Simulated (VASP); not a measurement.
Runs of VASP 6.6.1 on Al2O3. The structure is that of space group R-3c (No. 167), or close to it. The cells are those of the table. 

| cell | gap on the mesh (eV) | pressure (GPa) | largest force (eV/Å) |
| --- | --- | --- | --- |
| a = 5.348 Å, angles 56.3°, 10 atoms | 4.26 | -22.3 | 0.17 |
| a = 5.127 Å, angles 57.5°, 10 atoms | 5.16 | (a) | 0.35 |
| a = 5.202 Å, angles 52.1°, 10 atoms | 6.54 | (c) | 0.58 |
| a = 5.257 Å, angles 57.4°, 10 atoms | 4.35 | -18.9 | 0.27 |
| a = 5.108 Å, angles 53.1°, 10 atoms | (b) | 30.1 | 0.49 |

Alike in all rows: task single point; level PBE; potentials or basis VASP PAW PBE potentials, release 64 (Al, O); no spin polarisation; k mesh 6 × 6 × 6; cutoff (eV) 520; smearing gaussian 0.05 eV.

**Question.** Estimate the missing entries.

**Answer.** (a) -5.8; (b) 7.03; (c) 22.5.

Caveats: the cell stands under tension (at least some runs); the cell stands under pressure (at least some runs).

